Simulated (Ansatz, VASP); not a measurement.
**NaI in VASP and in Ansatz**

File INCAR:

```
ALGO = Normal
EDIFF = 1E-6
ENCUT = 520
ISIF = 2
ISMEAR = -1
LASPH = True
LCHARG = False
LREAL = False
LWAVE = False
NBANDS = 14
NELM = 100
PREC = Accurate
SIGMA = 0.02
```

File KPOINTS:

```
k-points
0
Gamma
  8 8 8
```

Contents of POSCAR:

```
NaI
1.0
    0.0647280000      3.2687640000      3.2687640000
    3.2687640000      0.0647280000      3.2687640000
    3.2687640000      3.2687640000      0.0647280000
Na I
1 1
Direct
    0.0000000000      0.0000000000      0.0000000000
    0.5000000000      0.5000000000      0.5000000000
```

Input for Ansatz:

```yaml
crystal:
  lattice:
    - [0.064728, 3.268764, 3.268764]
    - [3.268764, 0.064728, 3.268764]
    - [3.268764, 3.268764, 0.064728]
  atoms:
    - { symbol: Na, position: [0.0, 0.0, 0.0] }
    - { symbol: I, position: [0.5, 0.5, 0.5] }
kpoints:
  mp_grid: { grid: [8, 8, 8] }
  band_path:
    path:
      - [0.0, 0.0, 0.0]
      - [0.5, 0.5, 0.5]
      - [0.2451701269, 0.5, 0.7548298731]
      - [-0.2451701269, 0.2451701269, 0.5]
      - [0.0, 0.0, 0.5]
      - [0.0, 0.0, 0.0]
      - [-0.3725850634, 0.0, 0.3725850634]
      - [0.0, 0.3725850634, 0.6274149366]
      - [0.0, 0.5, 0.5]
    npoints: 5
scf:
  occupations: { method: fermi_dirac, width: 0.02 }
hamiltonian:
  xc: lda
  pseudopotentials: { kind: all_electron, lapw: { basis_error: 0.001 } }
output:
  forces: true
  stress: true
  eigenvalues: true
```

Change from the starting cell: equal xy, yz and zx shear strains of +2 %.

Alike in both runs: task single point; functional LDA; k mesh 8 × 8 × 8; occupations fermi-dirac, width 0.02 eV; no spin polarisation.

```csv
,VASP,Ansatz
version,VASP 6.6.1,Ansatz 0.2.0
potentials or method,"VASP PAW LDA potentials, release 64 (Na_pv, I), cutoff 520 eV","all-electron LAPW, scalar-relativistic"
```

Ansatz gave:

* gap on the k mesh at the Fermi level (eV): 3.28
* pressure (GPa): -1.6
* traceless stress, the component that is largest in VASP (GPa): -0.14

Question: Estimate VASP's values.

Answer: gap on the k mesh at the Fermi level (eV): 3.29; pressure (GPa): -1.6; traceless stress, the component that is largest in VASP (GPa): -0.14.

LDA's correlation is that of Perdew and Zunger in VASP and of Perdew and Wang (1992) in Ansatz. Ansatz ran all-electron here, and VASP with PAW potentials.

Spin-orbit coupling is off throughout.
